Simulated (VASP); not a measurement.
Set up this calculation in VASP 6.6.1, as the native input.

```
Task                   : relaxation of cell and atoms
Functional             : PBE
Potentials or basis    : VASP PAW PBE potentials, release 64 (Na_pv, I)
Cutoff                 : 600 eV
k mesh                 : 6 × 6 × 4
Occupations            : gaussian, width 0.02 eV
Spin                   : no spin polarisation
Dipole correction      : no
Further INCAR settings : ALGO = Normal; EDIFF = 1e-07; IBRION = 2; EDIFFG = -0.01; NSW = 100; ISIF = 3
```

The structure of NaI lies in POSCAR:

```
NaI
1.0
    5.1350000000      0.0000000000      0.0000000000
   -2.5675000000      4.4470404500      0.0000000000
    0.0000000000      0.0000000000      8.4486864700
Na I
2 2
Direct
    0.3333333300      0.6666666700      0.3731349300
    0.6666666700      0.3333333300      0.8731349300
    0.3333333300      0.6666666700      0.0000000000
    0.6666666700      0.3333333300      0.5000000000
```

One way to write it, as run:

INCAR

```
SYSTEM = NaI
PREC = Accurate ; ENCUT = 600
EDIFF = 1E-7 ; ISMEAR = 0
SIGMA = 0.02 ; LREAL = .False.
LASPH = .True. ; NELM = 100
ALGO = Normal ; ISIF = 3
LWAVE = .False. ; LCHARG = .False.
GGA = PE ; IBRION = 2
NSW = 100 ; EDIFFG = -0.01
```

KPOINTS

```
Automatic mesh
0
Gamma
  6 6 4
  0 0 0
```

Potentials or basis: VASP PAW PBE potentials, release 64 (Na_pv, I).

Command:

```bash
$ cat potpaw_PBE.64/Na_pv/POTCAR potpaw_PBE.64/I/POTCAR > POTCAR
$ mpirun -np 1 vasp_std > vasp.out
```

It gave:

| Item | Value |
| --- | --- |
| Relaxed volume | 45.85 Å³/atom |
| Relaxed cell | a = 5.149 Å, b = 5.149 Å, c = 7.988 Å, α = 90.00°, β = 90.00°, γ = 120.00° |
| Space group after relaxing (to 0.05 Å) | P6_3mc (No. 186) |
| Energy gained by relaxing | 4.5 meV/atom |
| Ionic steps | 12 |
| Pressure after relaxing | 0.0 GPa |
| Band gap on the k mesh | 3.70 eV, direct |

Caveat: spin-orbit coupling is left out, which moves the levels of the heavy elements.

It took 17 min on 1 thread of AMD EPYC 7R43 64-Core Processor (Zen 3), with other jobs on the host, peak memory 0.34 GiB.
